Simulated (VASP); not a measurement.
# HPt6 in VASP: notebook

Runs on HPt6. Level: PBE. Tasks: single point.

All numbers are computed with VASP 6.6.1; they aren't measurements. Logs are shortened: lines on timing, memory, paths and dates and some standing lists are left out, and cuts for length are marked.

## Step 1: The cell of the first run

The cell holds a slab with vacuum, 14 atoms: a = 5.614 Å, b = 5.614 Å, c = 21.851 Å, α = 90.00°, β = 90.00°, γ = 90.00°.

## Step 2: Single point, PBE

INCAR

```
SYSTEM = HPt6
ALGO = Normal ; DIPOL = 0.5 0.5 0.297
EDIFF = 1E-6 ; ENCUT = 520
GGA = PE ; IDIPOL = 3
ISIF = 2 ; ISMEAR = 0
LASPH = .TRUE. ; LCHARG = .TRUE.
LDIPOL = .TRUE. ; LELF = .TRUE.
LREAL = .FALSE. ; LVACPOTAV = .TRUE.
LVHAR = .TRUE. ; LWAVE = .FALSE.
NBANDS = 74 ; NELM = 80
PREC = Accurate ; SIGMA = 0.1
```

KPOINTS

```
k-points
0
G
  5 5 1
  0 0 0
```

POSCAR

```
HPt6
1.0
    5.6143281343      0.0000000000      0.0000000000
    0.0000000000      5.6143281343      0.0000000000
    0.0000000000      0.0000000000     21.8513792319
Pt H
12 2
Direct
    0.2500000000      0.2500000000      0.1830548066
    0.2500000000      0.7500000000      0.1830548066
    0.7500000000      0.2500000000      0.1830548066
    0.7500000000      0.7500000000      0.1830548066
    0.0000000000      0.0000000000      0.2712126041
    0.0000000000      0.5000000000      0.2712126041
    0.5000000000      0.0000000000      0.2712126041
    0.5000000000      0.5000000000      0.2712126041
    0.2500000000      0.2500000000      0.3593081768
    0.2500000000      0.7500000000      0.3593081768
    0.7500000000      0.2500000000      0.3593081768
    0.7500000000      0.7500000000      0.3593081768
   -0.1051773224      0.0000000000      0.4531237652
    0.1051773224      0.0000000000      0.4531237652
```

Potentials or basis: VASP PAW PBE potentials, release 64 (Pt, H).

The run is started by

```bash
$ cat potpaw_PBE.64/Pt/POTCAR potpaw_PBE.64/H/POTCAR > POTCAR
$ mpirun -np 1 vasp_std > vasp.out
```

OUTCAR:

```text
SYSTEM = HPt6
   EDIFF = 1E-6
   ENCUT = 520
   GGA = PE
   ISIF = 2
   ISMEAR = 0
   LASPH = .TRUE.
   LREAL = .FALSE.
   NELM = 80
   PREC = Accurate

 ion  position               nearest neighbor table
   1  0.250  0.250  0.183-   5 2.77   6 2.77   7 2.77   8 2.77   2 2.81   3 2.81   2 2.81   3 2.81

   2  0.250  0.750  0.183-   5 2.77   6 2.77   7 2.77   8 2.77   1 2.81   4 2.81   1 2.81   4 2.81

   3  0.750  0.250  0.183-   5 2.77   6 2.77   7 2.77   8 2.77   1 2.81   4 2.81   4 2.81   1 2.81

   4  0.750  0.750  0.183-   5 2.77   6 2.77   7 2.77   8 2.77   2 2.81   3 2.81   3 2.81   2 2.81

   5  0.000  0.000  0.271-   9 2.77  10 2.77  11 2.77  12 2.77   1 2.77   2 2.77   3 2.77   4 2.77
                             6 2.81   7 2.81   6 2.81   7 2.81
   6  0.000  0.500  0.271-   9 2.77  10 2.77  11 2.77  12 2.77   1 2.77   2 2.77   3 2.77   4 2.77
                             5 2.81   8 2.81   5 2.81   8 2.81
   7  0.500  0.000  0.271-   9 2.77  10 2.77  11 2.77  12 2.77   1 2.77   2 2.77   3 2.77   4 2.77
                             5 2.81   8 2.81   8 2.81   5 2.81
   8  0.500  0.500  0.271-   9 2.77  10 2.77  11 2.77  12 2.77   1 2.77   2 2.77   3 2.77   4 2.77
                             6 2.81   7 2.81   7 2.81   6 2.81
   9  0.250  0.250  0.359-   5 2.77   6 2.77   7 2.77   8 2.77  10 2.81  11 2.81  10 2.81  11 2.81

  10  0.250  0.750  0.359-   5 2.77   6 2.77   7 2.77   8 2.77   9 2.81  12 2.81   9 2.81  12 2.81

  11  0.750  0.250  0.359-   5 2.77   6 2.77   7 2.77   8 2.77   9 2.81  12 2.81  12 2.81   9 2.81

  12  0.750  0.750  0.359-   5 2.77   6 2.77   7 2.77   8 2.77  10 2.81  11 2.81  11 2.81  10 2.81

  13  0.895  0.000  0.453-
  14  0.105  0.000  0.453-

  LATTYP: Found a simple tetragonal cell.
 ALAT       =     5.6143281343
 C/A-ratio  =     3.8920737636

  Lattice vectors:

 A1 = (   5.6143281343,   0.0000000000,   0.0000000000)
 A2 = (   0.0000000000,   5.6143281343,   0.0000000000)
 A3 = (   0.0000000000,   0.0000000000,  21.8513792319)

Analysis of symmetry for initial positions (statically):
=====================================================================
 Subroutine PRICEL returns:
 Original cell was already a primitive cell.

 Routine SETGRP: Setting up the symmetry group for a
 simple tetragonal supercell.

 Subroutine GETGRP returns: Found  4 space group operations
 (whereof  4 operations were pure point group operations)
 out of a pool of 16 trial point group operations.

The static configuration has the point symmetry C_2v.

Analysis of symmetry for dynamics (positions and initial velocities):
=====================================================================
 Subroutine PRICEL returns:
 Original cell was already a primitive cell.

 Routine SETGRP: Setting up the symmetry group for a
 simple tetragonal supercell.

 Subroutine GETGRP returns: Found  4 space group operations
 (whereof  4 operations were pure point group operations)
 out of a pool of 16 trial point group operations.

The dynamic configuration has the point symmetry C_2v.

 Subroutine INISYM returns: Found  4 space group operations
 (whereof  4 operations are pure point group operations),
 and found     1 'primitive' translations

----------------------------------------------------------------------------------------

                                     Primitive cell

  volume of cell :     688.7703

  direct lattice vectors                    reciprocal lattice vectors
     5.614328134  0.000000000  0.000000000     0.178115703  0.000000000  0.000000000
     0.000000000  5.614328134  0.000000000     0.000000000  0.178115703  0.000000000
     0.000000000  0.000000000 21.851379232     0.000000000  0.000000000  0.045763702

  length of vectors
     5.614328134  5.614328134 21.851379232     0.178115703  0.178115703  0.045763702

  position of ions in fractional coordinates (direct lattice)
     0.250000000  0.250000000  0.183054807
     0.250000000  0.750000000  0.183054807
     0.750000000  0.250000000  0.183054807
     0.750000000  0.750000000  0.183054807
     0.000000000  0.000000000  0.271212604
     0.000000000  0.500000000  0.271212604
     0.500000000  0.000000000  0.271212604
     0.500000000  0.500000000  0.271212604
     0.250000000  0.250000000  0.359308177
     0.250000000  0.750000000  0.359308177
     0.750000000  0.250000000  0.359308177
     0.750000000  0.750000000  0.359308177
     0.894822678  0.000000000  0.453123765
     0.105177322  0.000000000  0.453123765

  ion indices of the primitive-cell ions
   primitive index   ion index
                 1           1
                 2           2
                 3           3
                 4           4
                 5           5
                 6           6
                 7           7
                 8           8
                 9           9
                10          10
                11          11
                12          12
                13          13
                14          14

----------------------------------------------------------------------------------------

 KPOINTS: k-points

Automatic generation of k-mesh.
 Grid dimensions read from file:
 generate k-points for:    5    5    1

 Generating k-lattice:

  Cartesian coordinates                     Fractional coordinates (reciprocal lattice)
     0.035623141  0.000000000  0.000000000     0.200000000  0.000000000  0.000000000
     0.000000000  0.035623141  0.000000000     0.000000000  0.200000000  0.000000000
     0.000000000  0.000000000  0.045763702     0.000000000  0.000000000  1.000000000

  Length of vectors
     0.035623141  0.035623141  0.045763702

  Shift w.r.t. Gamma in fractional coordinates (k-lattice)
     0.000000000  0.000000000  0.000000000

 Subroutine IBZKPT returns following result:
 ===========================================

 Found      9 irreducible k-points:

 Following reciprocal coordinates:
            Coordinates               Weight
  0.000000  0.000000  0.000000      1.000000
  0.200000  0.000000  0.000000      2.000000
  0.000000  0.200000  0.000000      2.000000
  0.400000  0.000000  0.000000      2.000000
  0.000000  0.400000  0.000000      2.000000
  0.200000  0.200000  0.000000      4.000000
  0.400000  0.200000  0.000000      4.000000
 -0.200000  0.400000  0.000000      4.000000
  0.400000  0.400000  0.000000      4.000000
   k-points           NKPTS =      9   k-points in BZ     NKDIM =      9   number of bands    NBANDS=     74
   number of dos      NEDOS =    301   number of ions     NIONS =     14
   total plane-waves  NPLWV = 296352
   dimension x,y,z NGX =    42 NGY =   42 NGZ =  168
   dimension x,y,z NGXF=    84 NGYF=   84 NGZF=  336
   ions per type =              12   2
   NGX,Y,Z   is equivalent  to a cutoff of  12.44, 12.44, 12.78 a.u.
   NGXF,Y,Z  is equivalent  to a cutoff of  24.87, 24.87, 25.56 a.u.
 SYSTEM =  HPt6
   PREC   = accura    normal or accurate (medium, high low for compatibility)
   ISTART =      0    job   : 0-new  1-cont  2-samecut
   ICHARG =      2    charge: 1-file 2-atom 10-const
   ISPIN  =      1    spin polarized calculation?
   LNONCOLLINEAR =      F non collinear calculations
   LSORBIT =      F    spin-orbit coupling
   LASPH  =      T    aspherical Exc in radial PAW
   ENCUT  =  520.0 eV  38.22 Ry    6.18 a.u.  10.44 10.44 40.63*2*pi/ulx,y,z
   NELM   =     80;   NELMIN=  2; NELMDL= -5     # of ELM steps
   EDIFF  = 0.1E-05   stopping-criterion for ELM
   LREAL  =      F    real-space projection
   EDIFFG = 0.1E-04   stopping-criterion for IOM
   NSW    =      0    number of steps for IOM
   IBRION =     -1    ionic relax: 0-MD 1-quasi-New 2-CG
   NFREE  =      0    steps in history (QN), initial steepest desc. (CG)
   ISIF   =      2    stress and relaxation
   ISYM   =      2    0-nonsym 1-usesym 2-fastsym
   POTIM  = 0.5000    time-step for ionic-motion
   TEBEG  =    0.0;   TEEND  =   0.0 temperature during run
   PSTRESS=    0.0 pullay stress
   NELECT =     122.0000    total number of electrons
   NUPDOWN=      -1.0000    fix difference up-down
   EMIN   =  10.00;   EMAX   =-10.00  energy-range for DOS
   EFERMI =   0.00;   METHOD = LEGACY
   ISMEAR =     0;   SIGMA  =   0.10  broadening in eV -4-tet -1-fermi 0-gaus
   EFERMI_NEDOS =   21; number of points for ismear=-14 and -15
   IALGO  =     38    algorithm
   IMIX   =      4    mixing-type and parameters
     AMIX     =   0.40;   BMIX     =  1.00
     AMIX_MAG =   1.60;   BMIX_MAG =  1.00
  volume/ion in A,a.u.               =      49.20       332.00
  Fermi-wavevector in a.u.,A,eV,Ry     =   0.919397  1.737409 11.500891  0.845292
  Thomas-Fermi vector in A             =   2.044587
   LORBIT       =      0    0 simple, 1 ext, 2 COOP (PROOUT), +10 PAW based schemes
   GGA     = PE    functional components
   LHFCALC =     F    Hartree Fock is set to
   AEXX    =    0.0000 exact exchange contribution
   IVDW    =     0    specifies the selected vdW correction
   LEPSILON=     F    determine dielectric tensor
   LRPA    =     F    only Hartree local field effects (RPA)
 non-spin polarized calculation
 Gauss-broadening in eV      SIGMA  =   0.10
  energy-cutoff  :      520.00
  volume of cell :      688.77
 maximum number of plane-waves:     18583
 NGX is ok and might be reduce to    42
   NGX = 21   NGY = 21   NGZ = 81

 dipolmoment           0.000000      0.000000      0.027025 electrons x Angstroem

 number of electron     122.0000011 magnetization

 dipolmoment           0.000000      0.000000     -0.038199 electrons x Angstroem

 Free energy of the ion-electron system (eV)
  ---------------------------------------------------
  ext. energy  EPLUGINS =         0.00000000
  ---------------------------------------------------
  free energy    TOTEN  =       -71.45612456 eV

  energy without entropy =      -71.31689967  energy(sigma->0) =      -71.38651211

 E-fermi :  -1.1203     XC(G=0):  -4.6148

 val. band max:       -1.1233838652   @ k =   0.4000   0.4000   0.0000
 cond. band min:      -1.1073755748   @ k =   0.4000   0.2000   0.0000
 fundamental gap:      0.0160082903
 Fermi energy:        -1.1202513262

 k-point     1 :       0.0000    0.0000    0.0000
  band No.  band energies     occupation
      1      -9.9950      2.00000
      2      -7.6389      2.00000
      3      -7.5819      2.00000
      4      -7.5601      2.00000
      5      -7.3540      2.00000
      6      -7.3472      2.00000
[... 65 lines left out ...]
     72       1.6358      0.00000
     73       2.4477      0.00000

 k-point     2 :       0.2000    0.0000    0.0000
  band No.  band energies     occupation
      1      -9.7553      2.00000
      2      -7.7396      2.00000
      3      -7.4516      2.00000
      4      -7.3390      2.00000
      5      -7.2781      2.00000
      6      -7.1917      2.00000
[... 65 lines left out ...]
     72       2.2553      0.00000
     73       2.3716      0.00000

 k-point     3 :       0.0000    0.2000    0.0000
  band No.  band energies     occupation
      1      -9.7550      2.00000
      2      -7.7418      2.00000
      3      -7.4415      2.00000
      4      -7.3400      2.00000
      5      -7.2706      2.00000
      6      -7.1975      2.00000
[... 445 lines left out ...]
     72       2.4973      0.00000
     73       3.6107      0.00000

 k-point     9 :       0.4000    0.4000    0.0000
  band No.  band energies     occupation
      1      -8.2369      2.00000
      2      -7.4977      2.00000
      3      -7.4779      2.00000
      4      -6.9703      2.00000
      5      -6.5470      2.00000
      6      -6.4279      2.00000
[... 65 lines left out ...]
     72       2.5233      0.00000
     73       2.9559      0.00000
 [bands above 73 left out]

------------------------ aborting loop because EDIFF is reached ----------------------------------------

  FORCE on cell =-STRESS in cart. coord.  units (eV):
  Direction    XX          YY          ZZ          XY          YZ          ZX
  --------------------------------------------------------------------------------------
  -------------------------------------------------------------------------------------
  Total      -16.4643446    -13.0205460     -0.9790808      0.0000000      0.0000000      0.0000000
  in kB      -38.2983965    -30.2876334     -2.2774807      0.0000000      0.0000000      0.0000000
  external PRESSURE =     -23.6211702 kB  Pullay stress =       0.0000000 kB

 VOLUME and BASIS-vectors are now :
 -----------------------------------------------------------------------------
  energy-cutoff  :      520.00
  volume of cell :      688.77
      direct lattice vectors                 reciprocal lattice vectors
     5.614328134  0.000000000  0.000000000     0.178115703  0.000000000  0.000000000
     0.000000000  5.614328134  0.000000000     0.000000000  0.178115703  0.000000000
     0.000000000  0.000000000 21.851379232     0.000000000  0.000000000  0.045763702

 POSITION                                       TOTAL-FORCE (eV/Angst)
 -----------------------------------------------------------------------------------
      1.40358      1.40358      4.00000         0.010755      0.025830      0.007412
      1.40358      4.21075      4.00000         0.010755     -0.025830      0.007412
      4.21075      1.40358      4.00000        -0.010755      0.025830      0.007412
      4.21075      4.21075      4.00000        -0.010755     -0.025830      0.007412
      0.00000      0.00000      5.92637         0.000000      0.000000     -0.117456
      0.00000      2.80716      5.92637         0.000000      0.000000      0.018986
      2.80716      0.00000      5.92637         0.000000      0.000000     -0.036799
      2.80716      2.80716      5.92637         0.000000      0.000000     -0.195416
      1.40358      1.40358      7.85138        -0.037985     -0.054072      0.237118
      1.40358      4.21075      7.85138        -0.037985      0.054072      0.237118
      4.21075      1.40358      7.85138         0.037985     -0.054072      0.237118
      4.21075      4.21075      7.85138         0.037985      0.054072      0.237118
      5.02383      0.00000      9.90138         3.077778      0.000000     -0.323718
      0.59050      0.00000      9.90138        -3.077778      0.000000     -0.323718
 -----------------------------------------------------------------------------------
    total drift:                                0.000000      0.000000     -0.000016

  FREE ENERGIE OF THE ION-ELECTRON SYSTEM (eV)
  ---------------------------------------------------
  free  energy   TOTEN  =       -71.4561245625 eV

  energy  without entropy=      -71.3168996664  energy(sigma->0) =      -71.38651211

 vacuum level on the upper side and lower side of the slab         4.340         4.560
```

Run time: 21 min. Hardware: 1 thread of Oxide Virtual Turin-like, shared host; peak memory 0.76 GiB.

Results:

```
Free energy            : -71.4561 eV
Largest force          : 3.095 eV/Å
Band gap on the k mesh : zero (band 61 reaches -0.91 eV, above the bottom of band 62 at -1.14 eV)
```

Forces on the atoms (eV/Å):
```
Pt   0.011  0.026  0.007
Pt   0.011 -0.026  0.007
Pt  -0.011  0.026  0.007
Pt  -0.011 -0.026  0.007
Pt   0.000  0.000 -0.117
Pt   0.000  0.000  0.019
Pt   0.000  0.000 -0.037
Pt   0.000  0.000 -0.195
Pt  -0.038 -0.054  0.237
Pt  -0.038  0.054  0.237
Pt   0.038 -0.054  0.237
Pt   0.038  0.054  0.237
H    3.078  0.000 -0.324
H   -3.078  0.000 -0.324
```

Caveat: spin-orbit coupling is left out, which moves the levels of the heavy elements.

(Continued in part 2 of 2.)
